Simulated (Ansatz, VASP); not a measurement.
**Two plane-wave programs on TiPt8**

```
Pt Ti
1.0
     0.00000    0.00000    3.91586
     4.17612   -4.17612    1.95793
     4.17612    4.17612   -1.95793
Pt Ti
8 1
Direct
  0.33300 0.00000 0.66600
  0.33300 0.33400 0.00000
  0.66700 0.00000 0.33400
  0.66700 0.66600 0.00000
  0.00000 0.32700 0.32700
  0.32700 0.67300 0.32700
  0.00000 0.67300 0.67300
  0.67300 0.32700 0.67300
  0.00000 0.00000 0.00000
```

Alike in both runs: task single point; functional r2SCAN; k mesh 9 × 9 × 9; no spin polarisation.

|  | VASP | Ansatz |
| --- | --- | --- |
| version | VASP 6.6.1 | Ansatz 0.2.0 |
| potentials or method | VASP PAW PBE potentials, release 64 (Pt, Ti_sv), cutoff 520 eV | PAW plane waves |
| occupations | fermi-dirac, width 0.1 eV | fermi-dirac |
| valence electrons in the cell | 92 | 156 |

|  | VASP | Ansatz | Ansatz less VASP |
| --- | --- | --- | --- |
| pressure (GPa) | 0.8 | 0.1 | -0.75 |
| rms of the force components (eV/Å) | 0.444 | 0.443 | -0.0011 |

VASP's potentials were made for PBE, not for r2SCAN. VASP's potentials hold 92 valence electrons a cell and Ansatz's 156, so a difference there can come from the potentials and not from the codes.

Spin-orbit coupling is off throughout.
